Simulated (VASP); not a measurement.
Write the native input for VASP 6.6.1 that does the following.

```yaml
Task: single point
Functional: r2SCAN
Potentials_or_basis: VASP PAW PBE potentials, release 64 (Ti_sv)
Cutoff: 520 eV
k_mesh: 24 × 24 × 22
Occupations: gaussian, width 0.1 eV
Spin: no spin polarisation
Dipole_correction: no
Further_INCAR_settings: ALGO = Normal; EDIFF = 1e-07; NBANDS = 12
```

The system is Ti.

```
Ti
1.0
     2.71816    0.00000    0.00000
    -1.35908    2.35399    0.00000
     0.00000    0.00000    2.72701
Ti
1
Direct
  0.00000 0.00000 0.00000
```

This isn't the form of Ti at room conditions, which is hcp.

The input as run:

POSCAR

```
Ti
1.0
    2.7181589746      0.0000000000      0.0000000000
   -1.3590794873      2.3539947235      0.0000000000
    0.0000000000      0.0000000000      2.7270100861
Ti
1
Direct
    0.0000000000      0.0000000000      0.0000000000
```

INCAR.step1

```
SYSTEM = Ti
PREC     = Accurate       ! precision mode
ENCUT    = 520            ! plane-wave cutoff, eV
ISMEAR   = 0              ! smearing method
SIGMA    = 0.1            ! smearing width, eV
LREAL    = .False.        ! projectors in reciprocal space
LASPH    = .True.         ! aspherical terms in the spheres
NELM     = 60             ! most SCF steps
NBANDS   = 12             ! bands
GGA      = PE             ! functional
ALGO     = Normal         ! electronic algorithm
EDIFF    = 1E-4           ! SCF threshold, eV
LWAVE    = .True.         ! write WAVECAR
LCHARG   = .False.        ! write CHGCAR
```

INCAR.step2

```
SYSTEM = Ti
PREC     = Accurate       ! precision mode
ENCUT    = 520            ! plane-wave cutoff, eV
EDIFF    = 1E-7           ! SCF threshold, eV
ISMEAR   = 0              ! smearing method
SIGMA    = 0.1            ! smearing width, eV
LREAL    = .False.        ! projectors in reciprocal space
LASPH    = .True.         ! aspherical terms in the spheres
NELM     = 60             ! most SCF steps
ALGO     = Normal         ! electronic algorithm
ISIF     = 2              ! what is computed and relaxed
LWAVE    = .False.        ! write WAVECAR
LCHARG   = .True.         ! write CHGCAR
METAGGA  = R2SCAN         ! meta-GGA
LMIXTAU  = .True.       
LELF     = .True.         ! ELF
LVHAR    = .True.       
NBANDS   = 12             ! bands
ISTART   = 1
```

KPOINTS

```
regular mesh
0
Gamma
  24 24 22
  0 0 0
```

Potentials or basis: VASP PAW PBE potentials, release 64 (Ti_sv).

Launch:

```console
$ cat potpaw_PBE.64/Ti_sv/POTCAR > POTCAR
$ cp INCAR.step1 INCAR
$ mpirun -np 1 vasp_std > vasp.out
$ cp INCAR.step2 INCAR
$ mpirun -np 1 vasp_std > vasp.out
```

Results of the run:

* Pressure: 0.4 GPa
* Band gap on the k mesh: zero (bands 6 and 7 overlap by 0.68 eV)

Caveat: the PAW data sets were made with another functional, which shifts forces and pressure a little.

Wall time 4.4 min on 1 thread of Intel(R) Xeon(R) Platinum 8559C (Emerald Rapids) (shared host), peak memory 0.24 GiB.
